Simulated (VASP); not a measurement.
# Fe (Im-3m) in VASP: single point with PBE

Aim: the single point of Fe with PBE.

All numbers are computed with VASP 6.6.1; they aren't measurements. Logs are shortened: lines on timing, memory, paths and dates and some standing lists are left out, and cuts for length are marked.

### 1 The cell of the first run

It takes space group Im-3m (No. 229, cubic). The conventional cell has a = 2.831 Å, b = 2.831 Å, c = 2.831 Å, α = 90.00°, β = 90.00°, γ = 90.00°. Fe (site symmetry m-3m) has 14 Fe at 2.45 to 2.83 Å within 3.2 Å.

### 2 Single point, PBE, collinear spin, ferromagnetic start

INCAR

```
SYSTEM = Fe
PREC = Accurate ; ENCUT = 520
EDIFF = 1E-7 ; ISMEAR = -1
SIGMA = 0.1 ; LREAL = .FALSE.
LASPH = .TRUE. ; NELM = 150
ALGO = Normal ; ISIF = 2
LWAVE = .FALSE. ; LCHARG = .FALSE.
ISPIN = 2 ; MAGMOM = 2.5 2.5
LORBIT = 11 ; LMAXMIX = 4
GGA = PE ; NBANDS = 19
```

KPOINTS

```
Automatic mesh
0
G
  17 17 10
  0 0 0
```

POSCAR

```
Fe
1.0
   -1.4156766678      1.4156766678      1.4156766678
    1.4156766678     -1.4156766678      1.4156766678
    2.8313533356      2.8313533356      0.0000000000
Fe
2
Direct
    0.0000000000      0.0000000000      0.0000000000
    0.5000000000      0.5000000000      0.5000000000
```

Potentials or basis: VASP PAW PBE potentials, release 64 (Fe).

Run with:

```console
cat potpaw_PBE.64/Fe/POTCAR > POTCAR
mpirun -np 1 vasp_std > vasp.out
```

OUTCAR:

```text
SYSTEM = Fe
   PREC = Accurate
   ENCUT = 520
   EDIFF = 1E-7
   ISMEAR = -1
   LREAL = .FALSE.
   LASPH = .TRUE.
   NELM = 150
   ISIF = 2
   ISPIN = 2
   LORBIT = 11
   GGA = PE

 ion  position               nearest neighbor table
   1  0.000  0.000  0.000-   2 2.45   2 2.45   2 2.45   2 2.45   2 2.83   2 2.83   2 2.83   2 2.83

   2  0.500  0.500  0.500-   1 2.45   1 2.45   1 2.45   1 2.45   1 2.83   1 2.83   1 2.83   1 2.83

  LATTYP: Found a base centered orthorhombic cell.
 ALAT       =     2.8313533356
 B/A-ratio  =     1.4142135624
 C/A-ratio  =     1.4142135624

  Lattice vectors:

 A1 = (  -1.4156766678,   1.4156766678,   1.4156766678)
 A2 = (   1.4156766678,  -1.4156766678,   1.4156766678)
 A3 = (   2.8313533356,   2.8313533356,   0.0000000000)

Analysis of symmetry for initial positions (statically):
=====================================================================
 Subroutine PRICEL returns following result:

  LATTYP: Found a body centered cubic cell.
 ALAT       =     2.8313533356
[... 12 lines left out ...]
 Subroutine GETGRP returns: Found  8 space group operations
 (whereof  8 operations were pure point group operations)
 out of a pool of  8 trial point group operations.

The static configuration has the point symmetry D_2h.

Analysis of symmetry for dynamics (positions and initial velocities):
=====================================================================
 Subroutine PRICEL returns following result:

  LATTYP: Found a body centered cubic cell.
 ALAT       =     2.8313533356
[... 12 lines left out ...]
 Subroutine GETGRP returns: Found  8 space group operations
 (whereof  8 operations were pure point group operations)
 out of a pool of  8 trial point group operations.

The dynamic configuration has the point symmetry D_2h.

Analysis of structural, dynamic, and magnetic symmetry:
=====================================================================
 Subroutine PRICEL returns following result:

  LATTYP: Found a body centered cubic cell.
 ALAT       =     2.8313533356
[... 12 lines left out ...]
 Subroutine GETGRP returns: Found  8 space group operations
 (whereof  8 operations were pure point group operations)
 out of a pool of  8 trial point group operations.

The overall configuration has the point symmetry D_2h.

 Subroutine INISYM returns: Found  8 space group operations
 (whereof  8 operations are pure point group operations),
 and found     2 'primitive' translations

----------------------------------------------------------------------------------------

                                     Primitive cell
[... 111 lines left out ...]
  Fermi-wavevector in a.u.,A,eV,Ry     =   1.456982  2.753296 28.882387  2.122796
  Thomas-Fermi vector in A             =   2.573836
   LORBIT       =     11    0 simple, 1 ext, 2 COOP (PROOUT), +10 PAW based schemes
   GGA     = PE    functional components
   LHFCALC =     F    Hartree Fock is set to
   AEXX    =    0.0000 exact exchange contribution
   IVDW    =     0    specifies the selected vdW correction
   LEPSILON=     F    determine dielectric tensor
   LRPA    =     F    only Hartree local field effects (RPA)
 spin polarized calculation
  energy-cutoff  :      520.00
  volume of cell :       22.70
 maximum number of plane-waves:       633
   NGX =  9   NGY =  9   NGZ = 15

 number of electron      15.9999989 magnetization       4.3549258

 Free energy of the ion-electron system (eV)
  ---------------------------------------------------
  ext. energy  EPLUGINS =         0.00000000
  ---------------------------------------------------
  free energy    TOTEN  =       -16.51744705 eV

  energy without entropy =      -16.45459053  energy(sigma->0) =      -16.48601879

 E-fermi :   5.8422     XC(G=0): -13.1230

 val. band max:        5.8420413821   @ k =  -0.4706   0.4706   0.1000
 cond. band min:       5.8429197644   @ k =   0.4118   0.2353   0.0000
 fundamental gap:      0.0008783823
 Fermi energy:         5.8422171878

 spin component 1

 k-point     1 :       0.0000    0.0000    0.0000
  band No.  band energies     occupation
      1      -2.6044      1.00000
      2       0.9111      1.00000
      3       2.4532      1.00000
      4       3.5359      1.00000
      5       3.5367      1.00000
      6       3.5373      1.00000
[... 517 lines left out ...]
     18      30.8977      0.00000
     19      31.1563      0.00000

 [... further k-points ...]

 spin component 2

 k-point     1 :       0.0000    0.0000    0.0000
  band No.  band energies     occupation
      1      -2.4374      1.00000
      2       2.1822      1.00000
      3       4.1488      1.00000
      4       5.4299      0.98407
      5       5.4305      0.98397
      6       5.4315      0.98382
[... 517 lines left out ...]
     18      30.9202      0.00000
     19      31.3966      0.00000

 [... further k-points ...]

------------------------ aborting loop because EDIFF is reached ----------------------------------------

  FORCE on cell =-STRESS in cart. coord.  units (eV):
  Direction    XX          YY          ZZ          XY          YZ          ZX
  --------------------------------------------------------------------------------------
  -------------------------------------------------------------------------------------
  Total       -0.0035337     -0.0035337     -0.0056259     -0.0037895      0.0000000      0.0000000
  in kB       -0.2494339     -0.2494339     -0.3971178     -0.2674891      0.0000000      0.0000000
  external PRESSURE =      -0.2986618 kB  Pullay stress =       0.0000000 kB

 VOLUME and BASIS-vectors are now :
 -----------------------------------------------------------------------------
  energy-cutoff  :      520.00
  volume of cell :       22.70
      direct lattice vectors                 reciprocal lattice vectors
    -1.415676668  1.415676668  1.415676668    -0.176593996  0.176593996  0.353187992
     1.415676668 -1.415676668  1.415676668     0.176593996 -0.176593996  0.353187992
     2.831353336  2.831353336  0.000000000     0.176593996  0.176593996  0.000000000

 POSITION                                       TOTAL-FORCE (eV/Angst)
 -----------------------------------------------------------------------------------
      0.00000      0.00000      0.00000        -0.000000     -0.000000      0.000000
      1.41568      1.41568      1.41568         0.000000      0.000000     -0.000000
 -----------------------------------------------------------------------------------
    total drift:                               -0.000000      0.000000     -0.000000

  FREE ENERGIE OF THE ION-ELECTRON SYSTEM (eV)
  ---------------------------------------------------
  free  energy   TOTEN  =       -16.5174470534 eV

  energy  without entropy=      -16.4545905259  energy(sigma->0) =      -16.48601879

 total charge

# of ion       s       p       d       tot
------------------------------------------
    1        0.488   0.541   6.241   7.270
    2        0.488   0.541   6.241   7.270
--------------------------------------------------
tot          0.975   1.083  12.482  14.540

 magnetization (x)

# of ion       s       p       d       tot
------------------------------------------
    1       -0.013  -0.055   2.242   2.174
    2       -0.013  -0.055   2.242   2.174
--------------------------------------------------
tot         -0.026  -0.110   4.485   4.349
```

stdout:

```text
POSCAR found type information on POSCAR Fe
 POSCAR found :  1 types and       2 ions
 scaLAPACK will be used
 LDA part: xc-table for (Slater+PW92), standard interpolation
 POSCAR, INCAR and KPOINTS ok, starting setup
 FFT: planning ... GRIDC
 FFT: planning ... GRID_SOFT
 FFT: planning ... GRID
 WAVECAR not read
 entering main loop
```

Wall time 6.6 min (1 thread of Oxide Virtual Turin-like, shared host); peak memory 0.33 GiB.

Results:

* Free energy: -16.5174 eV
* Pressure: 0.0 GPa
* Net moment: 4.35 μB per cell
* Site moments: Fe +2.17 μB
* Valence electrons inside the program's atomic spheres: Fe 7.27
